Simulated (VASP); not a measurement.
# Sc (I4/mmm) in VASP: further runs

Runs on Sc. Level: r2SCAN. Tasks: single point.

All numbers are computed with VASP 6.6.1; they aren't measurements. Logs are shortened: lines on timing, memory, paths and dates and some standing lists are left out, and cuts for length are marked.

### 1 The cell of the first run

The structure is tetragonal, space group I4/mmm (No. 139). Conventional cell: a = 3.211 Å, b = 3.211 Å, c = 3.860 Å, α = 90.00°, β = 90.00°, γ = 90.00°. Within 3.9 Å of Sc (site symmetry 4/mmm) lie 14 Sc at 2.98 to 3.86 Å.

### 2 Single point, r2SCAN (strain -0.1500 x Voigt [1, 0, 0, 0, 0, 0])

File POSCAR:

```
Sc
1.0
    0.0000000000      2.2705000000      2.2705000000
    1.9299250000      0.0000000000      2.2705000000
    1.9299250000      2.2705000000      0.0000000000
Sc
1
Direct
    0.0000000000      0.0000000000      0.0000000000
```

File INCAR.step1:

```
SYSTEM = Sc
PREC = Accurate
ENCUT = 520
ISMEAR = 0
SIGMA = 0.15
LREAL = .FALSE.
LASPH = .TRUE.
NELM = 60
NBANDS = 12
GGA = PE
ALGO = Normal
EDIFF = 1E-4
LWAVE = .TRUE.
LCHARG = .FALSE.
```

File INCAR.step2:

```
SYSTEM = Sc
PREC = Accurate
ENCUT = 520
EDIFF = 1E-6
ISMEAR = 0
SIGMA = 0.15
LREAL = .FALSE.
LASPH = .TRUE.
NELM = 60
ALGO = Normal
ISIF = 2
LWAVE = .FALSE.
LCHARG = .TRUE.
METAGGA = R2SCAN
LMIXTAU = .TRUE.
LELF = .TRUE.
LVHAR = .TRUE.
NBANDS = 12
ISTART = 1
```

File KPOINTS:

```
Automatic mesh
0
G
  18 18 18
  0 0 0
```

Potentials or basis: VASP PAW PBE potentials, release 64 (Sc_sv).

On the command line:

```bash
cat potpaw_PBE.64/Sc_sv/POTCAR > POTCAR
cp INCAR.step1 INCAR
mpirun -np 1 vasp_std > vasp.out
cp INCAR.step2 INCAR
mpirun -np 1 vasp_std > vasp.out
```

OUTCAR:

```text
SYSTEM = Sc
   PREC = Accurate
   ENCUT = 520
   EDIFF = 1E-6
   ISMEAR = 0
   LREAL = .FALSE.
   LASPH = .TRUE.
   NELM = 60
   ISIF = 2
   METAGGA = R2SCAN
   ISTART = 1

 ion  position               nearest neighbor table
   1  0.000  0.000  0.000-

  LATTYP: Found a body centered tetragonal cell.
 ALAT       =     3.2109718934
 C/A-ratio  =     1.2020815280

  Lattice vectors:

 A1 = (  -1.9299250000,   0.0000000000,  -2.2705000000)
 A2 = (  -1.9299250000,   0.0000000000,   2.2705000000)
 A3 = (   1.9299250000,   2.2705000000,   0.0000000000)

Analysis of symmetry for initial positions (statically):
=====================================================================
 Subroutine PRICEL returns:
 Original cell was already a primitive cell.

 Routine SETGRP: Setting up the symmetry group for a
 body centered tetragonal supercell.

 Subroutine GETGRP returns: Found 16 space group operations
 (whereof 16 operations were pure point group operations)
 out of a pool of 16 trial point group operations.

The static configuration has the point symmetry D_4h.

Analysis of symmetry for dynamics (positions and initial velocities):
=====================================================================
 Subroutine PRICEL returns:
 Original cell was already a primitive cell.

 Routine SETGRP: Setting up the symmetry group for a
 body centered tetragonal supercell.

 Subroutine GETGRP returns: Found 16 space group operations
 (whereof 16 operations were pure point group operations)
 out of a pool of 16 trial point group operations.

The dynamic configuration has the point symmetry D_4h.

 Subroutine INISYM returns: Found 16 space group operations
 (whereof 16 operations are pure point group operations),
 and found     1 'primitive' translations

----------------------------------------------------------------------------------------

                                     Primitive cell

  volume of cell :      19.8982

  direct lattice vectors                    reciprocal lattice vectors
     0.000000000  2.270500000  2.270500000    -0.259077425  0.220215811  0.220215811
     1.929925000  0.000000000  2.270500000     0.259077425 -0.220215811  0.220215811
     1.929925000  2.270500000  0.000000000     0.259077425  0.220215811 -0.220215811

  length of vectors
     3.210971893  2.979896098  2.979896098     0.405106306  0.405106306  0.405106306

  position of ions in fractional coordinates (direct lattice)
     0.000000000  0.000000000  0.000000000

  ion indices of the primitive-cell ions
   primitive index   ion index
                 1           1

[... 83 lines left out ...]
   NUPDOWN=      -1.0000    fix difference up-down
   EMIN   =  10.00;   EMAX   =-10.00  energy-range for DOS
   EFERMI =   0.00;   METHOD = LEGACY
   ISMEAR =     0;   SIGMA  =   0.15  broadening in eV -4-tet -1-fermi 0-gaus
   EFERMI_NEDOS =   21; number of points for ismear=-14 and -15
   IALGO  =     38    algorithm
   IMIX   =      4    mixing-type and parameters
     AMIX     =   0.40;   BMIX     =  1.00
     AMIX_MAG =   1.60;   BMIX_MAG =  1.00
  volume/ion in A,a.u.               =      19.90       134.28
  Fermi-wavevector in a.u.,A,eV,Ry     =   1.343594  2.539024 24.561831  1.805244
  Thomas-Fermi vector in A             =   2.471655
   LORBIT       =      0    0 simple, 1 ext, 2 COOP (PROOUT), +10 PAW based schemes
   METAGGA = R2SCAN    functional components
   LHFCALC =     F    Hartree Fock is set to
   AEXX    =    0.0000 exact exchange contribution
   IVDW    =     0    specifies the selected vdW correction
   LEPSILON=     F    determine dielectric tensor
   LRPA    =     F    only Hartree local field effects (RPA)
 non-spin polarized calculation
 Gauss-broadening in eV      SIGMA  =   0.15
  energy-cutoff  :      520.00
  volume of cell :       19.90
 maximum number of plane-waves:       551
   NGX = 11   NGY = 11   NGZ = 11

 number of electron      11.0000001 magnetization

 Free energy of the ion-electron system (eV)
  ---------------------------------------------------
  ext. energy  EPLUGINS =         0.00000000
  ---------------------------------------------------
  free energy    TOTEN  =       -11.04992295 eV

  energy without entropy =      -11.03252122  energy(sigma->0) =      -11.04122209

 E-fermi :   5.2055     XC(G=0): -11.5661

 val. band max:        5.2051536507   @ k =   0.5000   0.1667   0.0000
 cond. band min:       5.2083874180   @ k =   0.3889   0.3333   0.0556
 fundamental gap:      0.0032337672
 Fermi energy:         5.2054785309

 k-point     1 :       0.0000    0.0000    0.0000
  band No.  band energies     occupation
      1     -45.8394      2.00000
      2     -23.0996      2.00000
      3     -23.0856      2.00000
      4     -23.0856      2.00000
      5      -0.7169      2.00000
      6       7.0430      0.00000
      7       7.0431      0.00000
      8       8.0807      0.00000
      9       8.3227      0.00000
     10       9.5511      0.00000
     11      19.7753      0.00000
     12      22.6377      0.00000
[... 331 lines left out ...]
 k-point    24 :      -0.2222    0.0556   -0.0000
  band No.  band energies     occupation
      1     -45.7624      2.00000
      2     -23.5139      2.00000
      3     -23.1862      2.00000
      4     -23.1058      2.00000
      5       1.1115      2.00000
      6       6.1244      0.00000
      7       6.9194      0.00000
      8       8.1746      0.00000
      9       8.9606      0.00000
     10       9.3230      0.00000
     11      18.5158      0.00000
     12      20.1989      0.00000

 [... further k-points ...]

------------------------ aborting loop because EDIFF is reached ----------------------------------------

  FORCE on cell =-STRESS in cart. coord.  units (eV):
  Direction    XX          YY          ZZ          XY          YZ          ZX
  --------------------------------------------------------------------------------------
  -------------------------------------------------------------------------------------
  Total        2.3100541      2.0614740      2.0614740     -0.0000000      0.0000000     -0.0000000
  in kB      186.0027202    165.9873585    165.9873585     -0.0000000      0.0000000     -0.0000000
  external PRESSURE =     172.6591457 kB  Pullay stress =       0.0000000 kB

 VOLUME and BASIS-vectors are now :
 -----------------------------------------------------------------------------
  energy-cutoff  :      520.00
  volume of cell :       19.90
      direct lattice vectors                 reciprocal lattice vectors
     0.000000000  2.270500000  2.270500000    -0.259077425  0.220215811  0.220215811
     1.929925000  0.000000000  2.270500000     0.259077425 -0.220215811  0.220215811
     1.929925000  2.270500000  0.000000000     0.259077425  0.220215811 -0.220215811

 POSITION                                       TOTAL-FORCE (eV/Angst)
 -----------------------------------------------------------------------------------
      0.00000      0.00000      0.00000         0.000000     -0.000000      0.000000
 -----------------------------------------------------------------------------------
    total drift:                                0.000000      0.000000     -0.000000

  FREE ENERGIE OF THE ION-ELECTRON SYSTEM (eV)
  ---------------------------------------------------
  free  energy   TOTEN  =       -11.0499229527 eV

  energy  without entropy=      -11.0325212234  energy(sigma->0) =      -11.04122209
```

Wall time 2.5 min (1 thread of Intel Xeon 6975P-C, shared host); peak memory 0.23 GiB.

What came out:

* Free energy: -11.0499 eV
* Pressure: 17.3 GPa

Levels at points of the mesh, in eV from the Fermi level:
| k point | band 2 | band 3 | band 4 | band 5 | band 6 | band 7 | band 8 | band 9 | band 10 | band 11 |
| --- | --- | --- | --- | --- | --- | --- | --- | --- | --- | --- |
| (0.00, 0.00, 0.00) | -28.31 | -28.29 | -28.29 | -5.92 | 1.84 | 1.84 | 2.88 | 3.12 | 4.35 | 14.57 |
| (0.50, 0.00, 0.00) | -29.13 | -28.47 | -28.32 | -2.15 | 0.67 | 1.13 | 2.77 | 4.72 | 5.50 | 9.36 |
| (0.50, 0.50, 0.00) | -29.08 | -28.60 | -28.42 | -2.17 | -0.57 | 1.88 | 4.87 | 4.91 | 5.77 | 10.57 |
| (0.00, 0.50, 0.50) | -29.02 | -28.71 | -28.71 | -2.13 | -1.49 | 5.13 | 5.18 | 5.44 | 5.44 | 9.93 |

Caveat: the cell differs from its parent crystal (strain -0.1500 x Voigt [1, 0, 0, 0, 0, 0]); the PAW data sets were made with another functional, which shifts forces and pressure a little.

(Part 1 of 2 ends here.)
